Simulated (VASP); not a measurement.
# Zr (P6_3/mmc) in VASP: a series of runs

Zr is run at these levels: PBE; tasks: single point.

Everything below comes from runs of VASP 6.6.1. Logs are shortened: lines on timing, memory, paths and dates and some standing lists are left out, and cuts for length are marked.

### 1 The cell of the first run

Symmetry: P6_3/mmc, No. 194, hexagonal system. Conventional cell: a = 3.233 Å, b = 3.233 Å, c = 5.169 Å, α = 90.00°, β = 90.00°, γ = 120.00°. Zr (site symmetry -6m2) has 12 Zr at 3.19 to 3.23 Å within 4.2 Å.

### 2 Single point, PBE

The input, INCAR:

```
PREC     = Accurate       # precision mode
ENCUT    = 520            # plane-wave cutoff, eV
EDIFF    = 1E-6           # SCF threshold, eV
ISMEAR   = 0              # smearing method
SIGMA    = 0.1            # smearing width, eV
LREAL    = F              # projectors in reciprocal space
LASPH    = T              # aspherical terms in the spheres
NELM     = 60             # most SCF steps
ALGO     = Normal         # electronic algorithm
ISIF     = 2              # what is computed and relaxed
LWAVE    = F              # write WAVECAR
LCHARG   = F              # write CHGCAR
GGA      = PE             # functional
NBANDS   = 19             # bands
```

The input, KPOINTS:

```
Automatic mesh
0
Gamma
  12 12 7
```

The input, POSCAR:

```
Zr
1.0
    3.2327898578      0.0000000000      0.0000000000
   -1.6163949289      2.7996781420      0.0000000000
    0.0000000000      0.0000000000      5.1691199231
Zr
2
Direct
    0.3333333333      0.6666666667      0.2500000000
    0.6666666667      0.3333333333      0.7500000000
```

Potentials or basis: VASP PAW PBE potentials, release 64 (Zr_sv).

The run is started by

```
cat potpaw_PBE.64/Zr_sv/POTCAR > POTCAR
mpirun -np 1 vasp_std > vasp.out
```

OUTCAR:

```text
PREC = Accurate
   ENCUT = 520
   EDIFF = 1E-6
   ISMEAR = 0
   LREAL = F
   LASPH = T
   NELM = 60
   ISIF = 2
   GGA = PE

 ion  position               nearest neighbor table
   1  0.333  0.667  0.250-   2 3.19   2 3.19   2 3.19   2 3.19   2 3.19   2 3.19
   2  0.667  0.333  0.750-   1 3.19   1 3.19   1 3.19   1 3.19   1 3.19   1 3.19

  LATTYP: Found a hexagonal cell.
 ALAT       =     3.2327898578
 C/A-ratio  =     1.5989656459

  Lattice vectors:

 A1 = (   3.2327898578,   0.0000000000,   0.0000000000)
 A2 = (  -1.6163949289,   2.7996781420,   0.0000000000)
 A3 = (   0.0000000000,   0.0000000000,   5.1691199231)

Analysis of symmetry for initial positions (statically):
=====================================================================
 Subroutine PRICEL returns:
 Original cell was already a primitive cell.

 Routine SETGRP: Setting up the symmetry group for a
 hexagonal supercell.

 Subroutine GETGRP returns: Found 24 space group operations
 (whereof 12 operations were pure point group operations)
 out of a pool of 24 trial point group operations.

The static configuration has the point symmetry D_3d.
 The point group associated with its full space group is D_6h.

Analysis of symmetry for dynamics (positions and initial velocities):
=====================================================================
 Subroutine PRICEL returns:
 Original cell was already a primitive cell.

 Routine SETGRP: Setting up the symmetry group for a
 hexagonal supercell.

 Subroutine GETGRP returns: Found 24 space group operations
 (whereof 12 operations were pure point group operations)
 out of a pool of 24 trial point group operations.

The dynamic configuration has the point symmetry D_3d.
 The point group associated with its full space group is D_6h.

 Subroutine INISYM returns: Found 24 space group operations
 (whereof 12 operations are pure point group operations),
 and found     1 'primitive' translations

----------------------------------------------------------------------------------------

                                     Primitive cell

  volume of cell :      46.7845

  direct lattice vectors                    reciprocal lattice vectors
     3.232789858  0.000000000  0.000000000     0.309330344  0.178591958  0.000000000
    -1.616394929  2.799678142  0.000000000     0.000000000  0.357183915  0.000000000
     0.000000000  0.000000000  5.169119923     0.000000000  0.000000000  0.193456529

  length of vectors
     3.232789858  3.232789858  5.169119923     0.357183915  0.357183915  0.193456529

  position of ions in fractional coordinates (direct lattice)
     0.333333333  0.666666667  0.250000000
     0.666666667  0.333333333  0.750000000

  ion indices of the primitive-cell ions
   primitive index   ion index
                 1           1
                 2           2

----------------------------------------------------------------------------------------

 KPOINTS: Automatic mesh

Automatic generation of k-mesh.
 Grid dimensions read from file:
 generate k-points for:   12   12    7

 Generating k-lattice:

  Cartesian coordinates                     Fractional coordinates (reciprocal lattice)
     0.025777529  0.014882663  0.000000000     0.083333333  0.000000000  0.000000000
     0.000000000  0.029765326  0.000000000     0.000000000  0.083333333  0.000000000
     0.000000000  0.000000000  0.027636647     0.000000000  0.000000000  0.142857143

  Length of vectors
     0.029765326  0.029765326  0.027636647

  Shift w.r.t. Gamma in fractional coordinates (k-lattice)
     0.000000000  0.000000000  0.000000000

 Subroutine IBZKPT returns following result:
 ===========================================

 Found     76 irreducible k-points:

 Following reciprocal coordinates:
            Coordinates               Weight
  0.000000  0.000000  0.000000      1.000000
  0.083333  0.000000  0.000000      6.000000
  0.166667  0.000000  0.000000      6.000000
  0.250000  0.000000  0.000000      6.000000
  0.333333  0.000000  0.000000      6.000000
  0.416667  0.000000  0.000000      6.000000
[... 16 lines left out ...]
  0.250000  0.000000  0.142857     12.000000
  0.333333  0.000000  0.142857     12.000000
 [... further k-points ...]
   k-points           NKPTS =     76   k-points in BZ     NKDIM =     76   number of bands    NBANDS=     19
   number of dos      NEDOS =    301   number of ions     NIONS =      2
   total plane-waves  NPLWV =  23040
   dimension x,y,z NGX =    24 NGY =   24 NGZ =   40
   dimension x,y,z NGXF=    48 NGYF=   48 NGZF=   80
   ions per type =               2
   NGX,Y,Z   is equivalent  to a cutoff of  12.34, 12.34, 12.86 a.u.
   NGXF,Y,Z  is equivalent  to a cutoff of  24.68, 24.68, 25.73 a.u.
 SYSTEM =  unknown system
   PREC   = accura    normal or accurate (medium, high low for compatibility)
   ISTART =      0    job   : 0-new  1-cont  2-samecut
   ICHARG =      2    charge: 1-file 2-atom 10-const
   ISPIN  =      1    spin polarized calculation?
   LNONCOLLINEAR =      F non collinear calculations
   LSORBIT =      F    spin-orbit coupling
   LASPH  =      T    aspherical Exc in radial PAW
   ENCUT  =  520.0 eV  38.22 Ry    6.18 a.u.   6.01  6.01  9.61*2*pi/ulx,y,z
   NELM   =     60;   NELMIN=  2; NELMDL= -5     # of ELM steps
   EDIFF  = 0.1E-05   stopping-criterion for ELM
   LREAL  =      F    real-space projection
   EDIFFG = 0.1E-04   stopping-criterion for IOM
   NSW    =      0    number of steps for IOM
   IBRION =     -1    ionic relax: 0-MD 1-quasi-New 2-CG
   NFREE  =      0    steps in history (QN), initial steepest desc. (CG)
   ISIF   =      2    stress and relaxation
   ISYM   =      2    0-nonsym 1-usesym 2-fastsym
   POTIM  = 0.5000    time-step for ionic-motion
   TEBEG  =    0.0;   TEEND  =   0.0 temperature during run
   PSTRESS=    0.0 pullay stress
   NELECT =      24.0000    total number of electrons
   NUPDOWN=      -1.0000    fix difference up-down
   EMIN   =  10.00;   EMAX   =-10.00  energy-range for DOS
   EFERMI =   0.00;   METHOD = LEGACY
   ISMEAR =     0;   SIGMA  =   0.10  broadening in eV -4-tet -1-fermi 0-gaus
   EFERMI_NEDOS =   21; number of points for ismear=-14 and -15
   IALGO  =     38    algorithm
   IMIX   =      4    mixing-type and parameters
     AMIX     =   0.40;   BMIX     =  1.00
     AMIX_MAG =   1.60;   BMIX_MAG =  1.00
  volume/ion in A,a.u.               =      23.39       157.86
  Fermi-wavevector in a.u.,A,eV,Ry     =   1.310523  2.476529 23.367591  1.717469
  Thomas-Fermi vector in A             =   2.441047
   LORBIT       =      0    0 simple, 1 ext, 2 COOP (PROOUT), +10 PAW based schemes
   GGA     = PE    functional components
   LHFCALC =     F    Hartree Fock is set to
   AEXX    =    0.0000 exact exchange contribution
   IVDW    =     0    specifies the selected vdW correction
   LEPSILON=     F    determine dielectric tensor
   LRPA    =     F    only Hartree local field effects (RPA)
 non-spin polarized calculation
 Gauss-broadening in eV      SIGMA  =   0.10
  energy-cutoff  :      520.00
  volume of cell :       46.78
 maximum number of plane-waves:      1284
   NGX = 13   NGY = 13   NGZ = 19

 number of electron      24.0000001 magnetization

 Free energy of the ion-electron system (eV)
  ---------------------------------------------------
  ext. energy  EPLUGINS =         0.00000000
  ---------------------------------------------------
  free energy    TOTEN  =       -17.04297160 eV

  energy without entropy =      -17.03099426  energy(sigma->0) =      -17.03698293

 E-fermi :   8.9495     XC(G=0): -11.0607

 val. band max:        8.9304039148   @ k =   0.4167   0.1667   0.4286
 cond. band min:       8.9503915324   @ k =   0.1667   0.0000   0.2857
 fundamental gap:      0.0199876176
 Fermi energy:         8.9494844432

 k-point     1 :       0.0000    0.0000    0.0000
  band No.  band energies     occupation
      1     -39.9073      2.00000
      2     -39.7582      2.00000
      3     -18.4171      2.00000
      4     -17.5611      2.00000
      5     -17.5611      2.00000
      6     -17.4339      2.00000
[... 11 lines left out ...]
     18      11.0959      0.00000
     19      13.3547      0.00000

 k-point     2 :       0.0833    0.0000    0.0000
  band No.  band energies     occupation
      1     -39.8995      2.00000
      2     -39.7549      2.00000
      3     -18.3963      2.00000
      4     -17.6077      2.00000
      5     -17.5763      2.00000
      6     -17.4729      2.00000
[... 11 lines left out ...]
     18      10.9287      0.00000
     19      13.4763      0.00000

 k-point     3 :       0.1667    0.0000    0.0000
  band No.  band energies     occupation
      1     -39.8778      2.00000
      2     -39.7462      2.00000
      3     -18.3365      2.00000
      4     -17.7348      2.00000
      5     -17.6163      2.00000
      6     -17.6014      2.00000
[... 11 lines left out ...]
     18      11.1466      0.00000
     19      13.7247      0.00000

 k-point     4 :       0.2500    0.0000    0.0000
  band No.  band energies     occupation
      1     -39.8469      2.00000
      2     -39.7356      2.00000
      3     -18.2463      2.00000
      4     -17.9081      2.00000
      5     -17.7693      2.00000
      6     -17.6685      2.00000
[... 11 lines left out ...]
     18      11.9063      0.00000
     19      13.9492      0.00000

 k-point     5 :       0.3333    0.0000    0.0000
  band No.  band energies     occupation
      1     -39.8133      2.00000
      2     -39.7273      2.00000
      3     -18.1397      2.00000
      4     -18.0804      2.00000
      5     -17.9297      2.00000
      6     -17.7186      2.00000
[... 11 lines left out ...]
     18      12.8281      0.00000
     19      14.0964      0.00000

 k-point     6 :       0.4167    0.0000    0.0000
  band No.  band energies     occupation
      1     -39.7855      2.00000
      2     -39.7244      2.00000
      3     -18.2053      2.00000
      4     -18.0432      2.00000
      5     -18.0398      2.00000
      6     -17.7542      2.00000
[... 11 lines left out ...]
     18      13.7304      0.00000
     19      14.1716      0.00000

 k-point     7 :       0.5000    0.0000    0.0000
  band No.  band energies     occupation
      1     -39.7737      2.00000
      2     -39.7249      2.00000
      3     -18.2508      2.00000
      4     -18.0841      2.00000
      5     -17.9926      2.00000
      6     -17.7671      2.00000
[... 11 lines left out ...]
     18      14.2200      0.00000
     19      15.0602      0.00000

 k-point     8 :       0.0833    0.0833    0.0000
  band No.  band energies     occupation
      1     -39.8848      2.00000
      2     -39.7489      2.00000
      3     -18.3559      2.00000
      4     -17.6852      2.00000
      5     -17.6270      2.00000
      6     -17.5410      2.00000
[... 256 lines left out ...]
 k-point    20 :       0.0000    0.0000    0.1429
  band No.  band energies     occupation
      1     -39.9000      2.00000
      2     -39.7657      2.00000
      3     -18.3714      2.00000
      4     -17.5544      2.00000
      5     -17.5544      2.00000
      6     -17.4860      2.00000
[... 11 lines left out ...]
     18      11.3453      0.00000
     19      13.3986      0.00000

 k-point    21 :       0.0833    0.0000    0.1429
  band No.  band energies     occupation
      1     -39.8925      2.00000
      2     -39.7621      2.00000
      3     -18.3531      2.00000
      4     -17.5998      2.00000
      5     -17.5692      2.00000
      6     -17.5210      2.00000
[... 11 lines left out ...]
     18      11.2377      0.00000
     19      13.4969      0.00000

 k-point    22 :       0.1667    0.0000    0.1429
  band No.  band energies     occupation
      1     -39.8714      2.00000
      2     -39.7528      2.00000
      3     -18.3021      2.00000
      4     -17.7231      2.00000
      5     -17.6391      2.00000
      6     -17.6082      2.00000
[... 11 lines left out ...]
     18      11.2358      0.00000
     19      13.6919      0.00000

 k-point    23 :       0.2500    0.0000    0.1429
  band No.  band energies     occupation
      1     -39.8414      2.00000
      2     -39.7412      2.00000
      3     -18.2325      2.00000
      4     -17.8855      2.00000
      5     -17.8004      2.00000
      6     -17.6591      2.00000
[... 11 lines left out ...]
     18      11.8319      0.00000
     19      13.8607      0.00000

 k-point    24 :       0.3333    0.0000    0.1429
  band No.  band energies     occupation
      1     -39.8091      2.00000
      2     -39.7316      2.00000
      3     -18.1939      2.00000
      4     -18.0132      2.00000
      5     -17.9443      2.00000
      6     -17.7082      2.00000
[... 11 lines left out ...]
     18      12.6849      0.00000
     19      13.9792      0.00000

 [... further k-points ...]

------------------------ aborting loop because EDIFF is reached ----------------------------------------

  FORCE on cell =-STRESS in cart. coord.  units (eV):
  Direction    XX          YY          ZZ          XY          YZ          ZX
  --------------------------------------------------------------------------------------
  -------------------------------------------------------------------------------------
  Total       -0.0024112     -0.0024112      0.0598524      0.0000000      0.0000000      0.0000000
  in kB       -0.0825750     -0.0825750      2.0496978      0.0000000      0.0000000      0.0000000
  external PRESSURE =       0.6281826 kB  Pullay stress =       0.0000000 kB

 VOLUME and BASIS-vectors are now :
 -----------------------------------------------------------------------------
  energy-cutoff  :      520.00
  volume of cell :       46.78
      direct lattice vectors                 reciprocal lattice vectors
     3.232789858  0.000000000  0.000000000     0.309330344  0.178591958  0.000000000
    -1.616394929  2.799678142  0.000000000     0.000000000  0.357183915  0.000000000
     0.000000000  0.000000000  5.169119923     0.000000000  0.000000000  0.193456529

 POSITION                                       TOTAL-FORCE (eV/Angst)
 -----------------------------------------------------------------------------------
     -0.00000      1.86645      1.29228        -0.000000      0.000000      0.000000
      1.61639      0.93323      3.87684         0.000000     -0.000000      0.000000
 -----------------------------------------------------------------------------------
    total drift:                               -0.000000      0.000000     -0.000000

  FREE ENERGIE OF THE ION-ELECTRON SYSTEM (eV)
  ---------------------------------------------------
  free  energy   TOTEN  =       -17.0429716044 eV

  energy  without entropy=      -17.0309942579  energy(sigma->0) =      -17.03698293
```

Wall time 15 s (1 thread of Intel Xeon 6975P-C (Granite Rapids), shared host); peak memory 0.19 GiB.

Results:

| Property | Result |
| --- | --- |
| Free energy | -17.0430 eV |
| Pressure | 0.1 GPa |
| Band gap on the k mesh | zero (band 12 reaches 9.81 eV, above the bottom of band 13 at 8.70 eV) |

### 3 Single point, PBE

The input, INCAR:

```
  PREC = Accurate
  ENCUT = 520
  EDIFF = 1E-6
  ISMEAR = 0
  SIGMA = 0.1
  LREAL = F
  LASPH = T
  NELM = 60
  ALGO = Normal
  ISIF = 2
  LWAVE = F
  LCHARG = T
  GGA = PE
  LELF = T
  LVHAR = T
  NBANDS = 19
```

The input, KPOINTS:

```
regular mesh
0
Gamma
  15 15 8
```

POSCAR is that of step 2.

Potentials or basis: VASP PAW PBE potentials, release 64 (Zr_sv).

The run is started by

```
cat potpaw_PBE.64/Zr_sv/POTCAR > POTCAR
mpirun -np 1 vasp_std > vasp.out
```

Wall time 26 s (1 thread of Intel Xeon 6975P-C (Granite Rapids), shared host); peak memory 0.22 GiB.

Results (log left out):

* Free energy: -17.0460 eV
* Pressure: 0.0 GPa
* Band gap on the k mesh: zero (band 12 reaches 9.81 eV, above the bottom of band 13 at 8.64 eV)

Levels at points of the mesh, in eV from the Fermi level:
| k point | band 9 | band 10 | band 11 | band 12 | band 13 | band 14 | band 15 | band 16 |
| --- | --- | --- | --- | --- | --- | --- | --- | --- |
| (0.00, 0.00, 0.00) | -5.67 | -3.04 | 0.85 | 0.85 | 0.96 | 1.10 | 1.53 | 1.53 |
| (0.00, 0.00, 0.50) | -3.98 | -3.98 | 0.01 | 0.01 | 0.76 | 0.76 | 0.76 | 0.76 |

### 4 Single point, PBE

The input, INCAR:

```
PREC = Accurate
ENCUT = 520
EDIFF = 1E-6
ISMEAR = -1
SIGMA = 0.15
LREAL = F
LASPH = T
NELM = 80
ALGO = Normal
ISIF = 2
LWAVE = F
LCHARG = F
GGA = PE
NBANDS = 19
```

KPOINTS is that of step 3.

The input, POSCAR:

```
Zr
1.0
    3.2284325215      0.0000000000      0.0000000000
   -1.6142162607      2.7959045780      0.0000000000
    0.0000000000      0.0000000000      5.1923411095
Zr
2
Direct
    0.3333333333      0.6666666667      0.2500000000
    0.6666666667      0.3333333333      0.7500000000
```

The run is started by

```
cat potpaw_PBE.64/Zr_sv/POTCAR > POTCAR
mpirun -np 1 vasp_std > vasp.out
```

Wall time 51 s (1 thread of Intel Xeon Platinum 8259CL at 2.50GHz (Skylake/Cascade Lake), shared host); peak memory 0.23 GiB.

The run converged. Its results:

* Free energy: -17.1208 eV
* Pressure: 0.0 GPa
* Band gap on the k mesh: zero (band 12 reaches 9.80 eV, above the bottom of band 13 at 8.60 eV)

Levels at points of the mesh, in eV from the Fermi level:
```csv
k point,band 9,band 10,band 11,band 12,band 13,band 14,band 15,band 16
"(0.00, 0.00, 0.00)",-5.59,-2.96,0.93,0.93,0.99,1.13,1.60,1.60
"(0.00, 0.00, 0.50)",-3.91,-3.91,0.06,0.06,0.86,0.86,0.86,0.86
```

### 5 The runs side by side

| cell | k mesh | smearing | gap on the mesh (eV) | pressure (GPa) |
| --- | --- | --- | --- | --- |
| a = 3.233, b = 3.233, c = 5.169 Å, angles 90.0, 90.0, 120.0°, 2 atoms | 12 × 12 × 7 | gaussian 0.1 eV | none | 0.1 |
| a = 3.233, b = 3.233, c = 5.169 Å, angles 90.0, 90.0, 120.0°, 2 atoms | 15 × 15 × 8 | gaussian 0.1 eV | none | 0.0 |
| a = 3.228, b = 3.228, c = 5.192 Å, angles 90.0, 90.0, 120.0°, 2 atoms | 15 × 15 × 8 | fermi-dirac 0.15 eV | none | 0.0 |

Alike in all rows: task single point; level PBE; potentials or basis VASP PAW PBE potentials, release 64 (Zr_sv); no spin polarisation; cutoff (eV) 520.

Absolute energies hang on the potentials; compare differences alone.
